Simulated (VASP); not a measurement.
Input of a VASP 6.6.1 run:

File POSCAR:

```
NaI
1.0
    0.0000000000      3.0455690039      3.6546828046
    3.0455690039      0.0000000000      3.6546828046
    3.0455690039      3.0455690039      0.0000000000
Na I
1 1
Direct
    0.0000000000      0.0000000000      0.0000000000
    0.5000000000      0.5000000000      0.5000000000
```

File INCAR.step1:

```
PREC = Accurate ; ENCUT = 520
ISMEAR = 0 ; SIGMA = 0.05
LREAL = F ; LASPH = T
NELM = 80 ; NBANDS = 14
GGA = PE ; ALGO = Normal
EDIFF = 1E-4 ; LWAVE = T
LCHARG = F
```

File INCAR.step2:

```
PREC = Accurate ; ENCUT = 520
EDIFF = 1E-6 ; ISMEAR = 0
SIGMA = 0.05 ; LREAL = F
LASPH = T ; NELM = 80
ALGO = Normal ; ISIF = 2
LWAVE = F ; LCHARG = F
METAGGA = R2SCAN ; LMIXTAU = T
NBANDS = 14 ; ISTART = 1
```

Contents of KPOINTS:

```
Automatic mesh
0
Gamma
  8 8 8
```

Potentials or basis: VASP PAW PBE potentials, release 64 (Na_pv, I).

Command:

```sh
$ cat potpaw_PBE.64/Na_pv/POTCAR potpaw_PBE.64/I/POTCAR > POTCAR
$ cp INCAR.step1 INCAR
$ mpirun -np 1 vasp_std > vasp.out
$ cp INCAR.step2 INCAR
$ mpirun -np 1 vasp_std > vasp.out
```

Task: Predict the band gap on the k mesh.

Result: 4.48 eV.

Task: Estimate the pressure.

Result: 1.1 GPa.

Stress tensor (GPa, compression positive):
```
 2.49  0.00  0.00
 0.00  2.49  0.00
 0.00  0.00 -1.64
```

Caveat: the PAW data sets were made with another functional, which shifts forces and pressure a little; spin-orbit coupling is left out, which moves the levels of the heavy elements. A k mesh can miss the band edges.
